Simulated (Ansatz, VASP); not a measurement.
## SnO in VASP and in Ansatz

The input INCAR:

```
PREC = Accurate
ENCUT = 520
EDIFF = 1E-6
ISMEAR = -1
SIGMA = 0.01
LREAL = False
LASPH = True
NELM = 80
ALGO = Normal
ISIF = 2
LWAVE = False
LCHARG = False
GGA = PE
NBANDS = 28
```

KPOINTS

```
regular mesh
0
Gamma
  8 8 6
```

The input POSCAR:

```
SnO
1.0
    3.7506153226      0.0000000000      0.0000000000
    0.0000000000      3.7506153226      0.0000000000
    0.0000000000      0.0000000000      4.7706406366
Sn O
2 2
Direct
    0.0000000000      0.5000000000      0.2385000000
    0.5000000000      0.0000000000      0.7615000000
    0.0000000000      0.0000000000      0.0000000000
    0.5000000000      0.5000000000      0.0000000000
```

Input for Ansatz:

```yaml
crystal:
  lattice:
    - [3.7506153226, 0.0, 0.0]
    - [0.0, 3.7506153226, 0.0]
    - [0.0, 0.0, 4.7706406366]
  atoms:
    - { symbol: Sn, position: [0.0, 0.5, 0.2385] }
    - { symbol: Sn, position: [0.5, 0.0, 0.7615] }
    - { symbol: O, position: [0.0, 0.0, 0.0] }
    - { symbol: O, position: [0.5, 0.5, 0.0] }
kpoints:
  mp_grid: { grid: [8, 8, 6] }
  band_path:
    path:
      - [0.0, 0.0, 0.0]
      - [0.0, 0.5, 0.0]
      - [0.5, 0.5, 0.0]
      - [0.0, 0.0, 0.0]
      - [0.0, 0.0, 0.5]
      - [0.0, 0.5, 0.5]
      - [0.5, 0.5, 0.5]
      - [0.0, 0.0, 0.5]
      - [0.0, 0.5, 0.0]
    npoints: 5
scf:
  occupations: { method: fermi_dirac, width: 0.01 }
hamiltonian:
  xc: pbe
  pseudopotentials: { kind: all_electron, lapw: { basis_error: 0.001 } }
output:
  forces: true
  stress: true
  eigenvalues: true
```

Change from the starting cell: volume scaled by 0.96.

Alike in both runs: task single point; functional PBE; k mesh 8 × 8 × 6; occupations fermi-dirac, width 0.01 eV; no spin polarisation.

|  | VASP | Ansatz |
| --- | --- | --- |
| version | VASP 6.6.1 | Ansatz 0.2.0 |
| potentials or method | VASP PAW PBE potentials, release 64 (Sn_d, O), cutoff 520 eV | all-electron LAPW, scalar-relativistic |

Ansatz gave:

- pressure (GPa): 8.7
- traceless stress, the component that is largest in VASP (GPa): -1.50
- rms of the force components (eV/Å): 0.397

Task: What did VASP give for the same quantities?

Result: Pressure (GPa): 9.0; traceless stress, the component that is largest in VASP (GPa): -1.49; rms of the force components (eV/Å): 0.438.

Atom by atom the forces differ by 0.041 eV/Å (rms over components). Ansatz ran all-electron here, and VASP with PAW potentials.
